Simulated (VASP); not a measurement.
Runs of VASP 6.6.1 on MgSI. The structure is that of space group P4/mmm (No. 123), or close to it. The cells are those of the table. 

| task | cell | k mesh | cutoff (eV) | gap on the mesh (eV) | pressure (GPa) | relaxed volume (Å³/atom) |
| --- | --- | --- | --- | --- | --- | --- |
| relaxation of cell and atoms | relaxed from a = 3.462, b = 3.462, c = 8.897 Å, 3 atoms | 14 × 14 × 6 | 600 | none | 0.0 | 38.81 |
| single point | a = 3.450, b = 3.450, c = 9.804 Å, 3 atoms | 14 × 14 × 6 | 520 | none | 0.0 | - |
| single point | a = 3.462, b = 3.462, c = 8.897 Å, angles 90.0, 90.0, 89.7°, 3 atoms | 6 × 6 × 2 | 520 | none | -0.1 | - |
| relaxation of cell and atoms | relaxed from a = 3.450, b = 3.450, c = 9.804 Å, 3 atoms | 14 × 14 × 6 | 600 | none | 0.0 | (a) |

Alike in all rows: level PBE; potentials or basis VASP PAW PBE potentials, release 64 (Mg, S, I); no spin polarisation; smearing gaussian 0.1 eV.

Problem. Estimate the missing entries.

Solution. (a) 38.84.

Caveats: spin-orbit coupling is left out, which moves the levels of the heavy elements; this functional lacks dispersion, which binds the layers, so the pressure and a relaxed spacing across them are unreliable; an odd number of electrons without spin polarisation forces a metal; a magnetic or distorted state may lie lower.

A k mesh can miss the band edges, and the runs leave out spin-orbit coupling on I.

A gap of «none» marks levels without a gap at the run's occupations.
